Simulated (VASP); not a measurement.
# CdS (P6_3mc) in VASP: further runs

CdS is run at these levels: PBE, r2SCAN; tasks: single point.

All numbers are computed with VASP 6.6.1; they aren't measurements. Logs are shortened: lines on timing, memory, paths and dates and some standing lists are left out, and cuts for length are marked.

### Step 1. The cell of the first run

Symmetry: P6_3mc, No. 186, hexagonal system. The conventional cell has a = 4.111 Å, b = 4.111 Å, c = 6.689 Å, α = 90.00°, β = 90.00°, γ = 120.00°. Cd (site symmetry 3m) has 4 S at 2.51 to 2.52 Å within 3.3 Å. Within 3.3 Å of S (site symmetry 3m) lie 4 Cd at 2.51 to 2.52 Å.

### Step 2. Single point, PBE (24.48 Å³/atom)

Contents of INCAR:

```
PREC = Accurate
ENCUT = 630
EDIFF = 1E-6
ISMEAR = 0
SIGMA = 0.01
LREAL = F
LASPH = T
NELM = 120
ALGO = Normal
ISIF = 2
LWAVE = F
LCHARG = F
GGA = PE
NBANDS = 34
GGA_COMPAT = F
```

Contents of KPOINTS:

```
Automatic mesh
0
Gamma
  6 6 4
```

Contents of POSCAR:

```
CdS
1.0
    4.1112823886      0.0000000000      0.0000000000
   -2.0556411943      3.5604749906      0.0000000000
    0.0000000000      0.0000000000      6.6885272848
Cd S
2 2
Direct
    0.3333333333      0.6666666667     -0.0008015218
    0.6666666667      0.3333333333      0.4991984782
    0.3333333333      0.6666666667      0.3758015218
    0.6666666667      0.3333333333      0.8758015218
```

Potentials or basis: VASP PAW PBE potentials, release 64 (Cd_sv_GW, S).

Command:

```sh
$ cat potpaw_PBE.64/Cd_sv_GW/POTCAR potpaw_PBE.64/S/POTCAR > POTCAR
$ mpirun -np 1 vasp_std > vasp.out
```

OUTCAR:

```text
PREC = Accurate
   ENCUT = 630
   EDIFF = 1E-6
   ISMEAR = 0
   LREAL = F
   LASPH = T
   NELM = 120
   ISIF = 2
   GGA = PE

 ion  position               nearest neighbor table
   1  0.333  0.667  0.999-   4 2.51   4 2.51   4 2.51   3 2.52
   2  0.667  0.333  0.499-   3 2.51   3 2.51   3 2.51   4 2.52
   3  0.333  0.667  0.376-   2 2.51   2 2.51   2 2.51   1 2.52
   4  0.667  0.333  0.876-   1 2.51   1 2.51   1 2.51   2 2.52

  LATTYP: Found a hexagonal cell.
 ALAT       =     4.1112823886
 C/A-ratio  =     1.6268712904

  Lattice vectors:

 A1 = (   4.1112823886,   0.0000000000,   0.0000000000)
 A2 = (  -2.0556411943,   3.5604749906,   0.0000000000)
 A3 = (   0.0000000000,   0.0000000000,   6.6885272848)

Analysis of symmetry for initial positions (statically):
=====================================================================
 Subroutine PRICEL returns:
 Original cell was already a primitive cell.

 Routine SETGRP: Setting up the symmetry group for a
 hexagonal supercell.

 Subroutine GETGRP returns: Found 12 space group operations
 (whereof  6 operations were pure point group operations)
 out of a pool of 24 trial point group operations.

The static configuration has the point symmetry C_3v.
 The point group associated with its full space group is C_6v.

Analysis of symmetry for dynamics (positions and initial velocities):
=====================================================================
 Subroutine PRICEL returns:
 Original cell was already a primitive cell.

 Routine SETGRP: Setting up the symmetry group for a
 hexagonal supercell.

 Subroutine GETGRP returns: Found 12 space group operations
 (whereof  6 operations were pure point group operations)
 out of a pool of 24 trial point group operations.

The dynamic configuration has the point symmetry C_3v.
 The point group associated with its full space group is C_6v.

 Subroutine INISYM returns: Found 12 space group operations
 (whereof  6 operations are pure point group operations),
 and found     1 'primitive' translations

----------------------------------------------------------------------------------------

                                     Primitive cell

  volume of cell :      97.9075

  direct lattice vectors                    reciprocal lattice vectors
     4.111282389  0.000000000  0.000000000     0.243233110  0.140430701  0.000000000
    -2.055641194  3.560474991  0.000000000     0.000000000  0.280861403  0.000000000
     0.000000000  0.000000000  6.688527285     0.000000000  0.000000000  0.149509744

  length of vectors
     4.111282389  4.111282389  6.688527285     0.280861403  0.280861403  0.149509744

  position of ions in fractional coordinates (direct lattice)
     0.333333333  0.666666667  0.999198478
     0.666666667  0.333333333  0.499198478
     0.333333333  0.666666667  0.375801522
     0.666666667  0.333333333  0.875801522

  ion indices of the primitive-cell ions
   primitive index   ion index
                 1           1
                 2           2
                 3           3
                 4           4

----------------------------------------------------------------------------------------

 KPOINTS: Automatic mesh

Automatic generation of k-mesh.
 Grid dimensions read from file:
 generate k-points for:    6    6    4

 Generating k-lattice:

  Cartesian coordinates                     Fractional coordinates (reciprocal lattice)
     0.040538852  0.023405117  0.000000000     0.166666667  0.000000000  0.000000000
     0.000000000  0.046810234  0.000000000     0.000000000  0.166666667  0.000000000
     0.000000000  0.000000000  0.037377436     0.000000000  0.000000000  0.250000000

  Length of vectors
     0.046810234  0.046810234  0.037377436

  Shift w.r.t. Gamma in fractional coordinates (k-lattice)
     0.000000000  0.000000000  0.000000000

 Subroutine IBZKPT returns following result:
 ===========================================

 Found     21 irreducible k-points:

 Following reciprocal coordinates:
            Coordinates               Weight
  0.000000  0.000000  0.000000      1.000000
  0.166667 -0.000000  0.000000      6.000000
  0.333333 -0.000000  0.000000      6.000000
  0.500000  0.000000  0.000000      3.000000
  0.166667  0.166667  0.000000      6.000000
  0.333333  0.166667  0.000000     12.000000
[... 13 lines left out ...]
  0.333333  0.166667  0.500000     12.000000
  0.333333  0.333333  0.500000      2.000000
   k-points           NKPTS =     21   k-points in BZ     NKDIM =     21   number of bands    NBANDS=     34
   number of dos      NEDOS =    301   number of ions     NIONS =      4
   total plane-waves  NPLWV =  72576
   dimension x,y,z NGX =    36 NGY =   36 NGZ =   56
   dimension x,y,z NGXF=    72 NGYF=   72 NGZF=  112
   ions per type =               2   2
   NGX,Y,Z   is equivalent  to a cutoff of  14.56, 14.56, 13.92 a.u.
   NGXF,Y,Z  is equivalent  to a cutoff of  29.11, 29.11, 27.84 a.u.
 SYSTEM =  unknown system
   PREC   = accura    normal or accurate (medium, high low for compatibility)
   ISTART =      0    job   : 0-new  1-cont  2-samecut
   ICHARG =      2    charge: 1-file 2-atom 10-const
   ISPIN  =      1    spin polarized calculation?
   LNONCOLLINEAR =      F non collinear calculations
   LSORBIT =      F    spin-orbit coupling
   LASPH  =      T    aspherical Exc in radial PAW
   ENCUT  =  630.0 eV  46.30 Ry    6.80 a.u.   8.41  8.41 13.69*2*pi/ulx,y,z
   NELM   =    120;   NELMIN=  2; NELMDL= -5     # of ELM steps
   EDIFF  = 0.1E-05   stopping-criterion for ELM
   LREAL  =      F    real-space projection
   EDIFFG = 0.1E-04   stopping-criterion for IOM
   NSW    =      0    number of steps for IOM
   IBRION =     -1    ionic relax: 0-MD 1-quasi-New 2-CG
   NFREE  =      0    steps in history (QN), initial steepest desc. (CG)
   ISIF   =      2    stress and relaxation
   ISYM   =      2    0-nonsym 1-usesym 2-fastsym
   POTIM  = 0.5000    time-step for ionic-motion
   TEBEG  =    0.0;   TEEND  =   0.0 temperature during run
   PSTRESS=    0.0 pullay stress
   NELECT =      52.0000    total number of electrons
   NUPDOWN=      -1.0000    fix difference up-down
   EMIN   =  10.00;   EMAX   =-10.00  energy-range for DOS
   EFERMI =   0.00;   METHOD = LEGACY
   ISMEAR =     0;   SIGMA  =   0.01  broadening in eV -4-tet -1-fermi 0-gaus
   EFERMI_NEDOS =   21; number of points for ismear=-14 and -15
   IALGO  =     38    algorithm
   IMIX   =      4    mixing-type and parameters
     AMIX     =   0.40;   BMIX     =  1.00
     AMIX_MAG =   1.60;   BMIX_MAG =  1.00
  volume/ion in A,a.u.               =      24.48       165.18
  Fermi-wavevector in a.u.,A,eV,Ry     =   1.325778  2.505356 23.914775  1.757686
  Thomas-Fermi vector in A             =   2.455213
   LORBIT       =      0    0 simple, 1 ext, 2 COOP (PROOUT), +10 PAW based schemes
   GGA     = PE    functional components
   LHFCALC =     F    Hartree Fock is set to
   AEXX    =    0.0000 exact exchange contribution
   IVDW    =     0    specifies the selected vdW correction
   LEPSILON=     F    determine dielectric tensor
   LRPA    =     F    only Hartree local field effects (RPA)
 non-spin polarized calculation
 Gauss-broadening in eV      SIGMA  =   0.01
  energy-cutoff  :      630.00
  volume of cell :       97.91
 maximum number of plane-waves:      3568
 NGX is ok and might be reduce to    36
   NGX = 17   NGY = 17   NGZ = 27

 number of electron      51.9999988 magnetization

 Free energy of the ion-electron system (eV)
  ---------------------------------------------------
  ext. energy  EPLUGINS =         0.00000000
  ---------------------------------------------------
  free energy    TOTEN  =       -12.37711276 eV

  energy without entropy =      -12.37711276  energy(sigma->0) =      -12.37711276

 E-fermi :   3.0691     XC(G=0):  -9.3194

 val. band max:        2.9907063994   @ k =   0.0000   0.0000   0.0000
 cond. band min:       4.2454009489   @ k =   0.0000   0.0000   0.0000
 fundamental gap:      1.2546945495
 Fermi energy:         3.0690827404

 k-point     1 :       0.0000    0.0000    0.0000
  band No.  band energies     occupation
      1     -98.3625      2.00000
      2     -98.3625      2.00000
      3     -59.4255      2.00000
      4     -59.4253      2.00000
      5     -59.4253      2.00000
      6     -59.4252      2.00000
[... 26 lines left out ...]
     33      10.5933      0.00000
     34      10.7423      0.00000

 k-point     2 :       0.1667   -0.0000    0.0000
  band No.  band energies     occupation
      1     -98.3625      2.00000
      2     -98.3625      2.00000
      3     -59.4256      2.00000
      4     -59.4255      2.00000
      5     -59.4254      2.00000
      6     -59.4254      2.00000
[... 26 lines left out ...]
     33      10.5655      0.00000
     34      11.1748      0.00000

 k-point     3 :       0.3333   -0.0000    0.0000
  band No.  band energies     occupation
      1     -98.3625      2.00000
      2     -98.3625      2.00000
      3     -59.4258      2.00000
      4     -59.4256      2.00000
      5     -59.4255      2.00000
      6     -59.4254      2.00000
[... 26 lines left out ...]
     33      11.3285      0.00000
     34      11.8989      0.00000

 k-point     4 :       0.5000    0.0000    0.0000
  band No.  band energies     occupation
      1     -98.3625      2.00000
      2     -98.3625      2.00000
      3     -59.4259      2.00000
      4     -59.4258      2.00000
      5     -59.4255      2.00000
      6     -59.4254      2.00000
[... 26 lines left out ...]
     33      11.3932      0.00000
     34      13.2439      0.00000

 k-point     5 :       0.1667    0.1667    0.0000
  band No.  band energies     occupation
      1     -98.3625      2.00000
      2     -98.3625      2.00000
      3     -59.4257      2.00000
      4     -59.4256      2.00000
      5     -59.4255      2.00000
      6     -59.4254      2.00000
[... 510 lines left out ...]
 k-point    19 :       0.1667    0.1667    0.5000
  band No.  band energies     occupation
      1     -98.3625      2.00000
      2     -98.3625      2.00000
      3     -59.4256      2.00000
      4     -59.4256      2.00000
      5     -59.4254      2.00000
      6     -59.4254      2.00000
[... 26 lines left out ...]
     33      11.0055      0.00000
     34      11.0055      0.00000

 k-point    20 :       0.3333    0.1667    0.5000
  band No.  band energies     occupation
      1     -98.3625      2.00000
      2     -98.3625      2.00000
      3     -59.4258      2.00000
      4     -59.4258      2.00000
      5     -59.4255      2.00000
      6     -59.4255      2.00000
[... 26 lines left out ...]
     33      11.4890      0.00000
     34      11.4890      0.00000

 k-point    21 :       0.3333    0.3333    0.5000
  band No.  band energies     occupation
      1     -98.3625      2.00000
      2     -98.3625      2.00000
      3     -59.4258      2.00000
      4     -59.4258      2.00000
      5     -59.4257      2.00000
      6     -59.4257      2.00000
[... 26 lines left out ...]
     33      12.3149      0.00000
     34      12.3236      0.00000

------------------------ aborting loop because EDIFF is reached ----------------------------------------

  FORCE on cell =-STRESS in cart. coord.  units (eV):
  Direction    XX          YY          ZZ          XY          YZ          ZX
  --------------------------------------------------------------------------------------
  -------------------------------------------------------------------------------------
  Total        2.2393653      2.2393653      2.2390521      0.0000000      0.0000000      0.0000000
  in kB       36.6454266     36.6454266     36.6403009      0.0000000      0.0000000      0.0000000
  external PRESSURE =      36.6437180 kB  Pullay stress =       0.0000000 kB

 VOLUME and BASIS-vectors are now :
 -----------------------------------------------------------------------------
  energy-cutoff  :      630.00
  volume of cell :       97.91
      direct lattice vectors                 reciprocal lattice vectors
     4.111282389  0.000000000  0.000000000     0.243233110  0.140430701  0.000000000
    -2.055641194  3.560474991  0.000000000     0.000000000  0.280861403  0.000000000
     0.000000000  0.000000000  6.688527285     0.000000000  0.000000000  0.149509744

 POSITION                                       TOTAL-FORCE (eV/Angst)
 -----------------------------------------------------------------------------------
     -0.00000      2.37365      6.68317        -0.000000     -0.000000      0.003364
      2.05564      1.18682      3.33890         0.000000      0.000000      0.003364
     -0.00000      2.37365      2.51356         0.000000     -0.000000     -0.003364
      2.05564      1.18682      5.85782        -0.000000     -0.000000     -0.003364
 -----------------------------------------------------------------------------------
    total drift:                               -0.000001      0.000000     -0.002369

  FREE ENERGIE OF THE ION-ELECTRON SYSTEM (eV)
  ---------------------------------------------------
  free  energy   TOTEN  =       -12.3771127597 eV

  energy  without entropy=      -12.3771127597  energy(sigma->0) =      -12.37711276
```

It took 96 s on 1 thread of Intel Xeon Platinum 8259CL at 2.50GHz (Skylake/Cascade Lake), shared host; peak memory 0.29 GiB.

Results:

```yaml
Free_energy: -12.3771 eV
Pressure: 3.7 GPa
Largest_force: 0.003 eV/Å
Band_gap_on_the_k_mesh: 1.25 eV
```

Forces in eV/Å, atoms in the order of the input:
```
Cd   0.000  0.000  0.003
Cd   0.000  0.000  0.003
S    0.000  0.000 -0.003
S    0.000  0.000 -0.003
```

Levels at points of the mesh, in eV from the valence-band top:
```tsv
k point	band 22	band 23	band 24	band 25	band 26	band 27	band 28	band 29	band 30	band 31
(0.00, 0.00, 0.00)	-0.78	-0.78	-0.05	0.00	0.00	1.25	2.82	6.49	6.49	6.79
(0.50, 0.00, 0.00)	-3.59	-2.71	-1.93	-1.33	-0.78	3.76	3.89	5.10	6.46	7.05
(0.00, 0.00, 0.50)	-2.50	-0.40	-0.40	-0.40	-0.40	2.89	2.89	6.19	6.19	6.84
(0.50, 0.00, 0.50)	-4.22	-1.39	-1.39	-1.36	-1.36	3.50	3.50	5.39	5.39	7.95
```

Caveat: the cell stands under pressure. As with any semilocal functional, this PBE gap is likely too small.

### Step 3. Single point, r2SCAN (26.93 Å³/atom)

This run uses another cell than the first one, of 26.93 Å³/atom.

Contents of POSCAR:

```
CdS
1.0
    4.2463012089      0.0000000000      0.0000000000
   -2.1231506044      3.6774047191      0.0000000000
    0.0000000000      0.0000000000      6.8986753010
Cd S
2 2
Direct
    0.3333333333      0.6666666667     -0.0009650882
    0.6666666667      0.3333333333      0.4990349118
    0.3333333333      0.6666666667      0.3759650882
    0.6666666667      0.3333333333      0.8759650882
```

Contents of INCAR.step1:

```
SYSTEM = CdS
PREC = Accurate
ENCUT = 700
ISMEAR = 0
SIGMA = 0.01
LREAL = .False.
LASPH = .True.
NELM = 120
NBANDS = 34
GGA = PE
ALGO = Normal
EDIFF = 1E-5
LWAVE = .True.
LCHARG = .False.
GGA_COMPAT = .False.
```

Contents of INCAR.step2:

```
SYSTEM = CdS
PREC = Accurate
ENCUT = 700
EDIFF = 1E-6
ISMEAR = 0
SIGMA = 0.01
LREAL = .False.
LASPH = .True.
NELM = 120
ALGO = Normal
ISIF = 2
LWAVE = .False.
LCHARG = .False.
METAGGA = R2SCAN
LMIXTAU = .True.
NBANDS = 34
ISTART = 1
GGA_COMPAT = .False.
```

Contents of KPOINTS:

```
Automatic mesh
0
Gamma
  6 6 4
  0 0 0
```

Potentials or basis: VASP PAW PBE potentials, release 64 (Cd_sv_GW, S).

Command:

```sh
$ cat potpaw_PBE.64/Cd_sv_GW/POTCAR potpaw_PBE.64/S/POTCAR > POTCAR
$ cp INCAR.step1 INCAR
$ mpirun -np 1 vasp_std > vasp.out
$ cp INCAR.step2 INCAR
$ mpirun -np 1 vasp_std > vasp.out
```

Run time: 9.6 min. Hardware: 1 thread of Intel Xeon Platinum 8259CL at 2.50GHz (Skylake/Cascade Lake), shared host; peak memory 0.39 GiB.

Results (log left out):

| Item | Value |
| --- | --- |
| Free energy | -59.4440 eV |
| Pressure | -3.2 GPa |
| Largest force | 0.004 eV/Å |
| Band gap on the k mesh | 1.49 eV |

Forces in eV/Å, atoms in the order of the input:
```
Cd   0.000  0.000 -0.004
Cd   0.000  0.000 -0.004
S    0.000  0.000  0.004
S    0.000  0.000  0.004
```

Levels at points of the mesh, in eV from the valence-band top:
```
           k point  band 23  band 24  band 25  band 26  band 27  band 28  band 29  band 30
(0.00, 0.00, 0.00)    -0.66    -0.03     0.00     0.00     1.49     3.14     7.00     7.00
(0.50, 0.00, 0.00)    -2.34    -1.65    -1.12    -0.66     4.00     4.24     5.45     6.61
(0.00, 0.00, 0.50)    -0.34    -0.34    -0.34    -0.34     3.12     3.12     6.53     6.53
(0.50, 0.00, 0.50)    -1.18    -1.18    -1.16    -1.16     3.83     3.83     5.75     5.75
```

Caveat: the cell stands under tension; the PAW data sets were made with another functional, which shifts forces and pressure a little.
